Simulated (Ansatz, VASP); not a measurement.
**One calculation of MnS, two programs**

```
Mn S
1.0
     0.00000    2.47346    2.47346
     2.47346    0.00000    2.47346
     2.47346    2.47346    0.00000
Mn S
1 1
Direct
  0.00000 0.00000 0.00000
  0.75000 0.75000 0.75000
```

Alike in both runs: functional PBEsol; k mesh 9 × 9 × 9; occupations fermi-dirac, width 0.05 eV; collinear spin; Hubbard terms Mn d U = 4.0 eV.

|  | VASP | Ansatz |
| --- | --- | --- |
| version | VASP 6.6.1 | Ansatz 0.2.0 |
| potentials or method | VASP PAW PBE potentials, release 64 (Mn_pv, S), cutoff 520 eV | all-electron LAPW, scalar-relativistic |
| task | single point | density of states |

Ansatz gave:

- gap on the k mesh at the Fermi level (eV): none
- net moment per atom (μB): 2.24
- size of the moment on the site where the two differ most (μB): 0.06

Problem. Which values does VASP return?

Solution. gap on the k mesh at the Fermi level (eV): none; net moment per atom (μB): 2.16; size of the moment on the site where the two differ most (μB): 0.01.

VASP's potentials were made for PBE, not for PBEsol. Site moments also hang on the region over which each program counts them. The programs project onto different local orbitals, so the same U acts differently, and such runs can settle in different states. A gap of «none» marks a metal or a gap that the smearing closes. Ansatz ran all-electron here, and VASP with PAW potentials.

Noted on Ansatz's run: the magnetic state may not be the lowest; U is the effective U less J, on atomic orbitals that reach past the spheres.
